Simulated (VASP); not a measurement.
# Ni3Ge (Pm-3m) in VASP: notebook

Ni3Ge is run at these levels: PBEsol; tasks: relaxation of cell and atoms.

Program: VASP 6.6.1. These are calculated values, not measurements. Logs are shortened: lines on timing, memory, paths and dates and some standing lists are left out, and cuts for length are marked.

## (1) The cell of the first run

The structure is cubic, space group Pm-3m (No. 221). The conventional cell has a = 3.485 Å, b = 3.485 Å, c = 3.485 Å, α = 90.00°, β = 90.00°, γ = 90.00°. Within 3.3 Å of Ni (site symmetry 4/mmm) lie 8 Ni at 2.46 Å and 4 Ge at 2.46 Å. Within 3.3 Å of Ge (site symmetry m-3m) lie 12 Ni at 2.46 Å.

## (2) Relaxation of cell and atoms, PBEsol, target pressure 8 GPa, at which the enthalpy is minimised

Input file INCAR:

```
  PREC = Accurate
  ENCUT = 600
  EDIFF = 1E-7
  ISMEAR = 0
  SIGMA = 0.1
  LREAL = F
  LASPH = T
  NELM = 80
  ALGO = Fast
  ISIF = 3
  LWAVE = F
  LCHARG = F
  GGA = PS
  IBRION = 2
  NSW = 70
  EDIFFG = -0.008
  PSTRESS = 80.0
```

Input file KPOINTS:

```
regular mesh
0
Gamma
  12 12 12
```

Input file POSCAR:

```
Ni3Ge
1.0
    3.4846516261      0.0000000000      0.0000000000
    0.0000000000      3.4846516261      0.0000000000
    0.0000000000      0.0000000000      3.4846516261
Ni Ge
3 1
Direct
    0.5000000000      0.0000000000      0.5000000000
    0.0000000000      0.5000000000      0.5000000000
    0.5000000000      0.5000000000      0.0000000000
    0.0000000000      0.0000000000      0.0000000000
```

Potentials or basis: VASP PAW PBE potentials, release 64 (Ni, Ge_d).

On the command line:

```console
> cat potpaw_PBE.64/Ni/POTCAR potpaw_PBE.64/Ge_d/POTCAR > POTCAR
> mpirun -np 1 vasp_std > vasp.out
```

OUTCAR:

```text
PREC = Accurate
   ENCUT = 600
   EDIFF = 1E-7
   ISMEAR = 0
   LREAL = F
   LASPH = T
   NELM = 80
   ISIF = 3
   GGA = PS
   IBRION = 2
   NSW = 70
   EDIFFG = -0.008
   PSTRESS = 80.0

 ion  position               nearest neighbor table
   1  0.500  0.000  0.500-   2 2.46   3 2.46   4 2.46   3 2.46   4 2.46   2 2.46   3 2.46   3 2.46
                             2 2.46   4 2.46   4 2.46   2 2.46
   2  0.000  0.500  0.500-   1 2.46   3 2.46   4 2.46   3 2.46   4 2.46   1 2.46   4 2.46   4 2.46
                             1 2.46   3 2.46   3 2.46   1 2.46
   3  0.500  0.500  0.000-   1 2.46   2 2.46   4 2.46   1 2.46   2 2.46   1 2.46   4 2.46   1 2.46
                             2 2.46   4 2.46   2 2.46   4 2.46
   4  0.000  0.000  0.000-   1 2.46   2 2.46   3 2.46   1 2.46   2 2.46   2 2.46   3 2.46   2 2.46
                             1 2.46   3 2.46   1 2.46   3 2.46

  LATTYP: Found a simple cubic cell.
 ALAT       =     3.4846516261

  Lattice vectors:

 A1 = (   3.4846516261,   0.0000000000,   0.0000000000)
 A2 = (   0.0000000000,   3.4846516261,   0.0000000000)
 A3 = (   0.0000000000,   0.0000000000,   3.4846516261)

Analysis of symmetry for initial positions (statically):
=====================================================================
 Subroutine PRICEL returns:
 Original cell was already a primitive cell.

 Routine SETGRP: Setting up the symmetry group for a
 simple cubic supercell.

 Subroutine GETGRP returns: Found 48 space group operations
 (whereof 48 operations were pure point group operations)
 out of a pool of 48 trial point group operations.

The static configuration has the point symmetry O_h .

Analysis of symmetry for dynamics (positions and initial velocities):
=====================================================================
 Subroutine PRICEL returns:
 Original cell was already a primitive cell.

 Routine SETGRP: Setting up the symmetry group for a
 simple cubic supercell.

 Subroutine GETGRP returns: Found 48 space group operations
 (whereof 48 operations were pure point group operations)
 out of a pool of 48 trial point group operations.

The dynamic configuration has the point symmetry O_h .

 Subroutine INISYM returns: Found 48 space group operations
 (whereof 48 operations are pure point group operations),
 and found     1 'primitive' translations

----------------------------------------------------------------------------------------

                                     Primitive cell

  volume of cell :      42.3134

  direct lattice vectors                    reciprocal lattice vectors
     3.484651626  0.000000000  0.000000000     0.286972733  0.000000000  0.000000000
     0.000000000  3.484651626  0.000000000     0.000000000  0.286972733  0.000000000
     0.000000000  0.000000000  3.484651626     0.000000000  0.000000000  0.286972733

  length of vectors
     3.484651626  3.484651626  3.484651626     0.286972733  0.286972733  0.286972733

  position of ions in fractional coordinates (direct lattice)
     0.500000000  0.000000000  0.500000000
     0.000000000  0.500000000  0.500000000
     0.500000000  0.500000000  0.000000000
     0.000000000  0.000000000  0.000000000

  ion indices of the primitive-cell ions
   primitive index   ion index
                 1           1
                 2           2
                 3           3
                 4           4

----------------------------------------------------------------------------------------

 KPOINTS: regular mesh

Automatic generation of k-mesh.
 Grid dimensions read from file:
 generate k-points for:   12   12   12

 Generating k-lattice:

  Cartesian coordinates                     Fractional coordinates (reciprocal lattice)
     0.023914394  0.000000000  0.000000000     0.083333333  0.000000000  0.000000000
     0.000000000  0.023914394  0.000000000     0.000000000  0.083333333  0.000000000
     0.000000000  0.000000000  0.023914394     0.000000000  0.000000000  0.083333333

  Length of vectors
     0.023914394  0.023914394  0.023914394

  Shift w.r.t. Gamma in fractional coordinates (k-lattice)
     0.000000000  0.000000000  0.000000000

 Subroutine IBZKPT returns following result:
 ===========================================

 Found     84 irreducible k-points:

 Following reciprocal coordinates:
            Coordinates               Weight
  0.000000  0.000000  0.000000      1.000000
  0.083333  0.000000  0.000000      6.000000
  0.166667  0.000000  0.000000      6.000000
  0.250000  0.000000  0.000000      6.000000
  0.333333  0.000000  0.000000      6.000000
  0.416667  0.000000  0.000000      6.000000
[... 16 lines left out ...]
  0.333333  0.333333  0.000000     12.000000
  0.416667  0.333333  0.000000     24.000000
 [... further k-points ...]
   k-points           NKPTS =     84   k-points in BZ     NKDIM =     84   number of bands    NBANDS=     26
   number of dos      NEDOS =    301   number of ions     NIONS =      4
   total plane-waves  NPLWV =  21952
   dimension x,y,z NGX =    28 NGY =   28 NGZ =   28
   dimension x,y,z NGXF=    56 NGYF=   56 NGZF=   56
   ions per type =               3   1
   NGX,Y,Z   is equivalent  to a cutoff of  13.36, 13.36, 13.36 a.u.
   NGXF,Y,Z  is equivalent  to a cutoff of  26.72, 26.72, 26.72 a.u.
 SYSTEM =  unknown system
   PREC   = accura    normal or accurate (medium, high low for compatibility)
   ISTART =      0    job   : 0-new  1-cont  2-samecut
   ICHARG =      2    charge: 1-file 2-atom 10-const
   ISPIN  =      1    spin polarized calculation?
   LNONCOLLINEAR =      F non collinear calculations
   LSORBIT =      F    spin-orbit coupling
   LASPH  =      T    aspherical Exc in radial PAW
   ENCUT  =  600.0 eV  44.10 Ry    6.64 a.u.   6.96  6.96  6.96*2*pi/ulx,y,z
   NELM   =     80;   NELMIN=  2; NELMDL= -5     # of ELM steps
   EDIFF  = 0.1E-06   stopping-criterion for ELM
   LREAL  =      F    real-space projection
   EDIFFG = -.8E-02   stopping-criterion for IOM
   NSW    =     70    number of steps for IOM
   IBRION =      2    ionic relax: 0-MD 1-quasi-New 2-CG
   NFREE  =      1    steps in history (QN), initial steepest desc. (CG)
   ISIF   =      3    stress and relaxation
   ISYM   =      2    0-nonsym 1-usesym 2-fastsym
   POTIM  = 0.5000    time-step for ionic-motion
   TEBEG  =    0.0;   TEEND  =   0.0 temperature during run
   PSTRESS=   80.0 pullay stress
   NELECT =      44.0000    total number of electrons
   NUPDOWN=      -1.0000    fix difference up-down
   EMIN   =  10.00;   EMAX   =-10.00  energy-range for DOS
   EFERMI =   0.00;   METHOD = LEGACY
   ISMEAR =     0;   SIGMA  =   0.10  broadening in eV -4-tet -1-fermi 0-gaus
   EFERMI_NEDOS =   21; number of points for ismear=-14 and -15
   IALGO  =     68    algorithm
   IMIX   =      4    mixing-type and parameters
     AMIX     =   0.40;   BMIX     =  1.00
     AMIX_MAG =   1.60;   BMIX_MAG =  1.00
  volume/ion in A,a.u.               =      10.58        71.39
  Fermi-wavevector in a.u.,A,eV,Ry     =   1.658567  3.134237 37.427512  2.750845
  Thomas-Fermi vector in A             =   2.746126
   LORBIT       =      0    0 simple, 1 ext, 2 COOP (PROOUT), +10 PAW based schemes
   GGA     = PS    functional components
   LHFCALC =     F    Hartree Fock is set to
   AEXX    =    0.0000 exact exchange contribution
   IVDW    =     0    specifies the selected vdW correction
   LEPSILON=     F    determine dielectric tensor
   LRPA    =     F    only Hartree local field effects (RPA)
 conjugate gradient relaxation of ions
 non-spin polarized calculation
 RMM-DIIS sequential band-by-band and
 Gauss-broadening in eV      SIGMA  =   0.10
  energy-cutoff  :      600.00
  volume of cell :       42.31
 maximum number of plane-waves:      1434
 NGX is ok and might be reduce to    28
   NGX = 13   NGY = 13   NGZ = 13

 number of electron      43.9999962 magnetization

 Free energy of the ion-electron system (eV)
  ---------------------------------------------------
  ext. energy  EPLUGINS =         0.00000000
  ---------------------------------------------------
  free energy    TOTEN  =       -24.70585609 eV

  energy without entropy =      -24.69591745  energy(sigma->0) =      -24.70088677

 E-fermi :  10.7874     XC(G=0): -13.8853

 val. band max:       10.7777651182   @ k =   0.0833   0.0833   0.0000
 cond. band min:      10.8091687832   @ k =   0.4167   0.4167   0.3333
 fundamental gap:      0.0314036650
 Fermi energy:        10.7873835438

 k-point     1 :       0.0000    0.0000    0.0000
  band No.  band energies     occupation
      1     -13.8311      2.00000
      2     -13.8311      2.00000
      3     -13.8137      2.00000
      4     -13.8137      2.00000
      5     -13.8137      2.00000
      6      -2.1050      2.00000
[... 18 lines left out ...]
     25      15.1059      0.00000
     26      17.9093      0.00000

 k-point     2 :       0.0833    0.0000    0.0000
  band No.  band energies     occupation
      1     -13.8307      2.00000
      2     -13.8290      2.00000
      3     -13.8137      2.00000
      4     -13.8137      2.00000
      5     -13.8136      2.00000
      6      -2.0233      2.00000
[... 18 lines left out ...]
     25      15.3514      0.00000
     26      17.9297      0.00000

 k-point     3 :       0.1667    0.0000    0.0000
  band No.  band energies     occupation
      1     -13.8297      2.00000
      2     -13.8232      2.00000
      3     -13.8137      2.00000
      4     -13.8137      2.00000
      5     -13.8133      2.00000
      6      -1.7820      2.00000
[... 18 lines left out ...]
     25      15.7108      0.00000
     26      17.8771      0.00000

 k-point     4 :       0.2500    0.0000    0.0000
  band No.  band energies     occupation
      1     -13.8283      2.00000
      2     -13.8154      2.00000
      3     -13.8138      2.00000
      4     -13.8138      2.00000
      5     -13.8129      2.00000
      6      -1.3952      2.00000
[... 18 lines left out ...]
     25      15.8610      0.00000
     26      17.8573      0.00000
[... 496 lines left out ...]
      1     -13.8213      2.00000
      2     -13.8169      2.00000
      3     -13.8135      2.00000
      4     -13.8127      2.00000
      5     -13.7927      2.00000
      6       0.4023      2.00000
[... 18 lines left out ...]
     25      15.3679      0.00000
     26      16.9633      0.00000

 k-point    23 :       0.3333    0.3333    0.0000
  band No.  band energies     occupation
      1     -13.8226      2.00000
      2     -13.8154      2.00000
      3     -13.8133      2.00000
      4     -13.8130      2.00000
      5     -13.7941      2.00000
      6       0.1567      2.00000
[... 18 lines left out ...]
     25      14.8885      0.00000
     26      17.0538      0.00000

 k-point    24 :       0.4167    0.3333    0.0000
  band No.  band energies     occupation
      1     -13.8243      2.00000
      2     -13.8143      2.00000
      3     -13.8133      2.00000
      4     -13.8129      2.00000
      5     -13.7895      2.00000
      6       0.5710      2.00000
[... 18 lines left out ...]
     25      15.5682      0.00000
     26      17.1775      0.00000

 [... further k-points ...]
[... 5 lines left out ...]
  --------------------------------------------------------------------------------------
  -------------------------------------------------------------------------------------
  Total        2.1325390      2.1325390      2.1325390     -0.0000000     -0.0000000      0.0000000
  in kB       80.7475724     80.7475724     80.7475724     -0.0000000     -0.0000000      0.0000000
  external PRESSURE =       0.7475724 kB  Pullay stress =      80.0000000 kB

 VOLUME and BASIS-vectors are now :
 -----------------------------------------------------------------------------
  energy-cutoff  :      600.00
  volume of cell :       42.31
      direct lattice vectors                 reciprocal lattice vectors
     3.484651626  0.000000000  0.000000000     0.286972733  0.000000000  0.000000000
     0.000000000  3.484651626  0.000000000     0.000000000  0.286972733  0.000000000
     0.000000000  0.000000000  3.484651626     0.000000000  0.000000000  0.286972733

 POSITION                                       TOTAL-FORCE (eV/Angst)
 -----------------------------------------------------------------------------------
      1.74233      0.00000      1.74233         0.000000      0.000000      0.000000
      0.00000      1.74233      1.74233         0.000000      0.000000      0.000000
      1.74233      1.74233      0.00000         0.000000      0.000000      0.000000
      0.00000      0.00000      0.00000         0.000000      0.000000      0.000000
 -----------------------------------------------------------------------------------
    total drift:                                0.000000      0.000000      0.000000

  FREE ENERGIE OF THE ION-ELECTRON SYSTEM (eV)
  ---------------------------------------------------
  free  energy   TOTEN  =       -24.7058560929 eV

  energy  without entropy=      -24.6959174474  energy(sigma->0) =      -24.70088677

  enthalpy is  TOTEN    =       -22.5930603935 eV   P V=        2.1127956994

 reached required accuracy - stopping structural energy minimisation
```

Run time: 78 s. Hardware: 1 thread of Intel Xeon Platinum 8488C (Sapphire Rapids), shared host; peak memory 0.22 GiB.

What came out:

```
Free energy             : -24.7059 eV
Pressure after relaxing : 8.1 GPa
Band gap on the k mesh  : zero (band 22 reaches 10.82 eV, above the bottom of band 23 at 10.57 eV)
```

Final structure:
```
Ni Ge
1.0
     3.48465    0.00000    0.00000
     0.00000    3.48465    0.00000
     0.00000    0.00000    3.48465
Ni Ge
3 1
Direct
  0.50000 0.00000 0.50000
  0.00000 0.50000 0.50000
  0.50000 0.50000 0.00000
  0.00000 0.00000 0.00000
```

Caveat: the relaxation stopped at its first step, so nothing moved; the cell is relaxed towards a set pressure, so the enthalpy falls and the energy may rise; the PAW data sets were made with another functional, which shifts forces and pressure a little. Spin polarisation is off, so any magnetic state and its effect on volume and gap are missing.

## (3) Relaxation of cell and atoms, PBEsol, target pressure 3 GPa, at which the enthalpy is minimised

This run uses another cell than the first one, of 10.64 Å³/atom, 1.006 times its volume.

Input file INCAR:

```
PREC = Accurate
ENCUT = 600
EDIFF = 1E-6
ISMEAR = 0
SIGMA = 0.1
LREAL = False
LASPH = True
NELM = 60
ALGO = Fast
ISIF = 3
LWAVE = False
LCHARG = False
GGA = PS
IBRION = 2
NSW = 70
EDIFFG = -0.008
PSTRESS = 30.0
```

Input file KPOINTS:

```
Automatic mesh
0
Gamma
  12 12 12
```

Input file POSCAR:

```
Ni3Ge
1.0
    3.4918819319      0.0000000000      0.0000000000
    0.0000000000      3.4918819319      0.0000000000
    0.0000000000      0.0000000000      3.4918819319
Ni Ge
3 1
Direct
    0.5000000000      0.0000000000      0.5000000000
    0.0000000000      0.5000000000      0.5000000000
    0.5000000000      0.5000000000      0.0000000000
    0.0000000000      0.0000000000      0.0000000000
```

Potentials or basis: VASP PAW PBE potentials, release 64 (Ni, Ge_d).

On the command line:

```console
> cat potpaw_PBE.64/Ni/POTCAR potpaw_PBE.64/Ge_d/POTCAR > POTCAR
> mpirun -np 1 vasp_std > vasp.out
```

It took 2.9 min on 1 thread of Intel Xeon Platinum 8488C (Sapphire Rapids), shared host; peak memory 0.24 GiB.

Results (log left out):

| Quantity | Value |
| --- | --- |
| Free energy | -24.7389 eV |
| Relaxed volume | 10.82 Å³/atom |
| Relaxed cell | a = 3.511 Å, b = 3.511 Å, c = 3.511 Å, α = 90.00°, β = 90.00°, γ = 90.00° |
| Space group after relaxing (to 0.05 Å) | Pm-3m (No. 221) |
| Energy change on relaxing (the enthalpy is what falls) | -5.1 meV/atom |
| Ionic steps | 3 |
| Pressure after relaxing | 2.9 GPa |
| Band gap on the k mesh | zero (band 22 reaches 10.48 eV, above the bottom of band 23 at 10.24 eV) |

Step by step:
```csv
step,energy change (eV),largest force (eV/Å),pressure (GPa),volume (Å³)
1,0.0000,0.0000,6.48,42.58
2,-0.0250,0.0000,-1.07,44.02
3,-0.0205,0.0000,2.91,43.27
```

Final structure:
```
Ni Ge
1.0
     3.51058    0.00000    0.00000
     0.00000    3.51058    0.00000
     0.00000    0.00000    3.51058
Ni Ge
3 1
Direct
  0.50000 0.00000 0.50000
  0.00000 0.50000 0.50000
  0.50000 0.50000 0.00000
  0.00000 0.00000 0.00000
```

Levels at points of the mesh, in eV from the Fermi level:
```csv
k point,band 20,band 21,band 22,band 23,band 24,band 25
"(0.00, 0.00, 0.00)",-0.60,-0.29,0.03,0.03,0.03,4.12
"(0.50, 0.00, 0.00)",-1.17,-0.55,0.03,3.68,3.68,4.81
"(0.50, 0.50, 0.00)",-1.14,-0.96,-0.96,0.65,0.65,5.82
"(0.50, 0.50, 0.50)",-1.20,-0.56,-0.21,-0.21,-0.21,0.76
```

Caveat: the cell is relaxed towards a set pressure, so the enthalpy falls and the energy may rise; the PAW data sets were made with another functional, which shifts forces and pressure a little.
